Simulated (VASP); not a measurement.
# Y (Fd-3m) in VASP: single point with PBE

Aim: the single point of Y with PBE.

Everything below comes from runs of VASP 6.6.1. Logs are shortened: lines on timing, memory, paths and dates and some standing lists are left out, and cuts for length are marked.

## Step 1: The cell of the first run

Symmetry: Fd-3m, No. 227, cubic system. Conventional cell: a = 6.955 Å, b = 6.955 Å, c = 6.955 Å, α = 90.00°, β = 90.00°, γ = 90.00°. Y (site symmetry -43m) has 4 Y at 3.01 Å within 4.0 Å.

This isn't the form of Y at room conditions, which is hcp.

## Step 2: Single point, PBE

Contents of INCAR:

```
ALGO = Normal
EDIFF = 1E-6
ENCUT = 520
GGA = PE
ISIF = 2
ISMEAR = -1
LASPH = T
LCHARG = F
LREAL = F
LWAVE = F
NBANDS = 18
NELM = 100
PREC = Accurate
SIGMA = 0.06122561905347299
```

Contents of KPOINTS:

```
k-points
0
Gamma
  27 27 27
```

Contents of POSCAR:

```
Y
1.0
    0.0000000000      3.4775448398      3.4775448398
    3.4775448398      0.0000000000      3.4775448398
    3.4775448398      3.4775448398      0.0000000000
Y
2
Direct
    0.0000000000      0.0000000000      0.0000000000
    0.2500000000      0.2500000000      0.2500000000
```

Potentials or basis: VASP PAW PBE potentials, release 64 (Y_sv).

Run with:

```
> cat potpaw_PBE.64/Y_sv/POTCAR > POTCAR
> mpirun -np 1 vasp_std > vasp.out
```

OUTCAR:

```text
EDIFF = 1E-6
   ENCUT = 520
   GGA = PE
   ISIF = 2
   ISMEAR = -1
   LASPH = T
   LREAL = F
   NELM = 100
   PREC = Accurate

 ion  position               nearest neighbor table
   1  0.000  0.000  0.000-   2 3.01   2 3.01   2 3.01   2 3.01
   2  0.250  0.250  0.250-   1 3.01   1 3.01   1 3.01   1 3.01

  LATTYP: Found a face centered cubic cell.
 ALAT       =     6.9550896796

  Lattice vectors:

 A1 = (   0.0000000000,   3.4775448398,   3.4775448398)
 A2 = (   3.4775448398,   0.0000000000,   3.4775448398)
 A3 = (   3.4775448398,   3.4775448398,   0.0000000000)

Analysis of symmetry for initial positions (statically):
=====================================================================
 Subroutine PRICEL returns:
 Original cell was already a primitive cell.

 Routine SETGRP: Setting up the symmetry group for a
 face centered cubic supercell.

 Subroutine GETGRP returns: Found 48 space group operations
 (whereof 24 operations were pure point group operations)
 out of a pool of 48 trial point group operations.

The static configuration has the point symmetry T_d .
 The point group associated with its full space group is O_h .

Analysis of symmetry for dynamics (positions and initial velocities):
=====================================================================
 Subroutine PRICEL returns:
 Original cell was already a primitive cell.

 Routine SETGRP: Setting up the symmetry group for a
 face centered cubic supercell.

 Subroutine GETGRP returns: Found 48 space group operations
 (whereof 24 operations were pure point group operations)
 out of a pool of 48 trial point group operations.

The dynamic configuration has the point symmetry T_d .
 The point group associated with its full space group is O_h .

 Subroutine INISYM returns: Found 48 space group operations
 (whereof 24 operations are pure point group operations),
 and found     1 'primitive' translations

----------------------------------------------------------------------------------------

                                     Primitive cell

  volume of cell :      84.1101

  direct lattice vectors                    reciprocal lattice vectors
     0.000000000  3.477544840  3.477544840    -0.143779598  0.143779598  0.143779598
     3.477544840  0.000000000  3.477544840     0.143779598 -0.143779598  0.143779598
     3.477544840  3.477544840  0.000000000     0.143779598  0.143779598 -0.143779598

  length of vectors
     4.917991076  4.917991076  4.917991076     0.249033569  0.249033569  0.249033569

  position of ions in fractional coordinates (direct lattice)
     0.000000000  0.000000000  0.000000000
     0.250000000  0.250000000  0.250000000

  ion indices of the primitive-cell ions
   primitive index   ion index
                 1           1
                 2           2

----------------------------------------------------------------------------------------

 KPOINTS: k-points

Automatic generation of k-mesh.
 Grid dimensions read from file:
 generate k-points for:   27   27   27

 Generating k-lattice:

  Cartesian coordinates                     Fractional coordinates (reciprocal lattice)
    -0.005325170  0.005325170  0.005325170     0.037037037  0.000000000  0.000000000
     0.005325170 -0.005325170  0.005325170     0.000000000  0.037037037  0.000000000
     0.005325170  0.005325170 -0.005325170     0.000000000  0.000000000  0.037037037

  Length of vectors
     0.009223466  0.009223466  0.009223466

  Shift w.r.t. Gamma in fractional coordinates (k-lattice)
     0.000000000  0.000000000  0.000000000

 Subroutine IBZKPT returns following result:
 ===========================================

 Found    560 irreducible k-points:

 Following reciprocal coordinates:
            Coordinates               Weight
  0.000000  0.000000  0.000000      1.000000
  0.037037  0.000000  0.000000      8.000000
  0.074074  0.000000  0.000000      8.000000
  0.111111  0.000000  0.000000      8.000000
  0.148148  0.000000  0.000000      8.000000
  0.185185  0.000000  0.000000      8.000000
[... 16 lines left out ...]
  0.333333  0.037037  0.000000     24.000000
  0.370370  0.037037  0.000000     24.000000
 [... further k-points ...]
   k-points           NKPTS =    560   k-points in BZ     NKDIM =    560   number of bands    NBANDS=     18
   number of dos      NEDOS =    301   number of ions     NIONS =      2
   total plane-waves  NPLWV =  64000
   dimension x,y,z NGX =    40 NGY =   40 NGZ =   40
   dimension x,y,z NGXF=    80 NGYF=   80 NGZF=   80
   ions per type =               2
   NGX,Y,Z   is equivalent  to a cutoff of  13.52, 13.52, 13.52 a.u.
   NGXF,Y,Z  is equivalent  to a cutoff of  27.04, 27.04, 27.04 a.u.
 SYSTEM =  unknown system
   PREC   = accura    normal or accurate (medium, high low for compatibility)
   ISTART =      0    job   : 0-new  1-cont  2-samecut
   ICHARG =      2    charge: 1-file 2-atom 10-const
   ISPIN  =      1    spin polarized calculation?
   LNONCOLLINEAR =      F non collinear calculations
   LSORBIT =      F    spin-orbit coupling
   LASPH  =      T    aspherical Exc in radial PAW
   ENCUT  =  520.0 eV  38.22 Ry    6.18 a.u.   9.14  9.14  9.14*2*pi/ulx,y,z
   NELM   =    100;   NELMIN=  2; NELMDL= -5     # of ELM steps
   EDIFF  = 0.1E-05   stopping-criterion for ELM
   LREAL  =      F    real-space projection
[... 7 lines left out ...]
   TEBEG  =    0.0;   TEEND  =   0.0 temperature during run
   PSTRESS=    0.0 pullay stress
   NELECT =      22.0000    total number of electrons
   NUPDOWN=      -1.0000    fix difference up-down
   EMIN   =  10.00;   EMAX   =-10.00  energy-range for DOS
   EFERMI =   0.00;   METHOD = LEGACY
   ISMEAR =    -1;   SIGMA  =   0.06  broadening in eV -4-tet -1-fermi 0-gaus
   EFERMI_NEDOS =   21; number of points for ismear=-14 and -15
   IALGO  =     38    algorithm
   IMIX   =      4    mixing-type and parameters
     AMIX     =   0.40;   BMIX     =  1.00
     AMIX_MAG =   1.60;   BMIX_MAG =  1.00
  volume/ion in A,a.u.               =      42.06       283.80
  Fermi-wavevector in a.u.,A,eV,Ry     =   1.046967  1.978481 14.913888  1.096140
  Thomas-Fermi vector in A             =   2.181827
   LORBIT       =      0    0 simple, 1 ext, 2 COOP (PROOUT), +10 PAW based schemes
   GGA     = PE    functional components
   LHFCALC =     F    Hartree Fock is set to
   AEXX    =    0.0000 exact exchange contribution
   IVDW    =     0    specifies the selected vdW correction
   LEPSILON=     F    determine dielectric tensor
   LRPA    =     F    only Hartree local field effects (RPA)
 non-spin polarized calculation
  energy-cutoff  :      520.00
  volume of cell :       84.11
 maximum number of plane-waves:      2285
 NGX is ok and might be reduce to    40
   NGX = 19   NGY = 19   NGZ = 19

 number of electron      22.0000000 magnetization

 Free energy of the ion-electron system (eV)
  ---------------------------------------------------
  ext. energy  EPLUGINS =         0.00000000
  ---------------------------------------------------
  free energy    TOTEN  =        -8.92659822 eV

  energy without entropy =       -8.87683026  energy(sigma->0) =       -8.90171424

 E-fermi :   1.4963     XC(G=0):  -8.3112

 val. band max:        1.4957521989   @ k =  -0.4444   0.1481   0.0741
 cond. band min:       1.4968086223   @ k =   0.4074   0.1852   0.0370
 fundamental gap:      0.0010564234
 Fermi energy:         1.4962508268

 k-point     1 :       0.0000    0.0000    0.0000
  band No.  band energies     occupation
      1     -41.7757      2.00000
      2     -41.4610      2.00000
      3     -21.9879      2.00000
      4     -21.9879      2.00000
      5     -21.9879      2.00000
      6     -21.3328      2.00000
[... 10 lines left out ...]
     17       3.5729      0.00000
     18       6.6595      0.00000

 k-point     2 :       0.0370    0.0000    0.0000
  band No.  band energies     occupation
      1     -41.7749      2.00000
      2     -41.4618      2.00000
      3     -21.9891      2.00000
      4     -21.9891      2.00000
      5     -21.9879      2.00000
      6     -21.3330      2.00000
[... 10 lines left out ...]
     17       3.5697      0.00000
     18       6.6550      0.00000

 k-point     3 :       0.0741    0.0000    0.0000
  band No.  band energies     occupation
      1     -41.7726      2.00000
      2     -41.4642      2.00000
      3     -21.9924      2.00000
      4     -21.9924      2.00000
      5     -21.9877      2.00000
      6     -21.3336      2.00000
[... 10 lines left out ...]
     17       3.5614      0.00000
     18       6.6414      0.00000

 k-point     4 :       0.1111    0.0000    0.0000
  band No.  band energies     occupation
      1     -41.7688      2.00000
      2     -41.4682      2.00000
      3     -21.9977      2.00000
      4     -21.9977      2.00000
      5     -21.9875      2.00000
      6     -21.3346      2.00000
[... 10 lines left out ...]
     17       3.5527      0.00000
     18       6.6181      0.00000

 k-point     5 :       0.1481    0.0000    0.0000
  band No.  band energies     occupation
      1     -41.7635      2.00000
      2     -41.4736      2.00000
      3     -22.0045      2.00000
      4     -22.0045      2.00000
      5     -21.9872      2.00000
      6     -21.3358      2.00000
[... 10 lines left out ...]
     17       3.5515      0.00000
     18       6.5840      0.00000

 k-point     6 :       0.1852    0.0000    0.0000
  band No.  band energies     occupation
      1     -41.7571      2.00000
      2     -41.4803      2.00000
      3     -22.0125      2.00000
      4     -22.0125      2.00000
      5     -21.9870      2.00000
      6     -21.3372      2.00000
[... 307 lines left out ...]
 k-point    21 :       0.2593    0.0370    0.0000
  band No.  band energies     occupation
      1     -41.7433      2.00000
      2     -41.4945      2.00000
      3     -22.0319      2.00000
      4     -22.0290      2.00000
      5     -21.9801      2.00000
      6     -21.3458      2.00000
[... 10 lines left out ...]
     17       3.7141      0.00000
     18       6.2955      0.00000

 k-point    22 :       0.2963    0.0370    0.0000
  band No.  band energies     occupation
      1     -41.7345      2.00000
      2     -41.5035      2.00000
      3     -22.0403      2.00000
      4     -22.0379      2.00000
      5     -21.9797      2.00000
      6     -21.3473      2.00000
[... 10 lines left out ...]
     17       3.8308      0.00000
     18       6.2007      0.00000

 k-point    23 :       0.3333    0.0370    0.0000
  band No.  band energies     occupation
      1     -41.7255      2.00000
      2     -41.5127      2.00000
      3     -22.0478      2.00000
      4     -22.0464      2.00000
      5     -21.9794      2.00000
      6     -21.3487      2.00000
[... 10 lines left out ...]
     17       3.9736      0.00000
     18       6.0950      0.00000

 k-point    24 :       0.3704    0.0370    0.0000
  band No.  band energies     occupation
      1     -41.7167      2.00000
      2     -41.5217      2.00000
      3     -22.0543      2.00000
      4     -22.0540      2.00000
      5     -21.9791      2.00000
      6     -21.3498      2.00000
[... 10 lines left out ...]
     17       4.1287      0.00000
     18       5.9978      0.00000

 [... further k-points ...]

------------------------ aborting loop because EDIFF is reached ----------------------------------------

  FORCE on cell =-STRESS in cart. coord.  units (eV):
  Direction    XX          YY          ZZ          XY          YZ          ZX
  --------------------------------------------------------------------------------------
  -------------------------------------------------------------------------------------
  Total        0.2477814      0.2477814      0.2477814     -0.0000000     -0.0000000      0.0000000
  in kB        4.7198811      4.7198811      4.7198811     -0.0000000     -0.0000000      0.0000000
  external PRESSURE =       4.7198811 kB  Pullay stress =       0.0000000 kB

 VOLUME and BASIS-vectors are now :
 -----------------------------------------------------------------------------
  energy-cutoff  :      520.00
  volume of cell :       84.11
      direct lattice vectors                 reciprocal lattice vectors
     0.000000000  3.477544840  3.477544840    -0.143779598  0.143779598  0.143779598
     3.477544840  0.000000000  3.477544840     0.143779598 -0.143779598  0.143779598
     3.477544840  3.477544840  0.000000000     0.143779598  0.143779598 -0.143779598

 POSITION                                       TOTAL-FORCE (eV/Angst)
 -----------------------------------------------------------------------------------
      0.00000      0.00000      0.00000         0.000000      0.000000      0.000000
      1.73877      1.73877      1.73877        -0.000000     -0.000000     -0.000000
 -----------------------------------------------------------------------------------
    total drift:                               -0.000000      0.000000      0.000000

  FREE ENERGIE OF THE ION-ELECTRON SYSTEM (eV)
  ---------------------------------------------------
  free  energy   TOTEN  =        -8.9265982216 eV

  energy  without entropy=       -8.8768302565  energy(sigma->0) =       -8.90171424
```

Wall time 26 min (1 thread of Intel Xeon 8259CL, shared host); peak memory 0.87 GiB.

What came out:

| Item | Value |
| --- | --- |
| Free energy | -8.9266 eV |
| Pressure | 0.5 GPa |
| Band gap on the k mesh | zero (bands 11 and 12 overlap by 0.78 eV) |
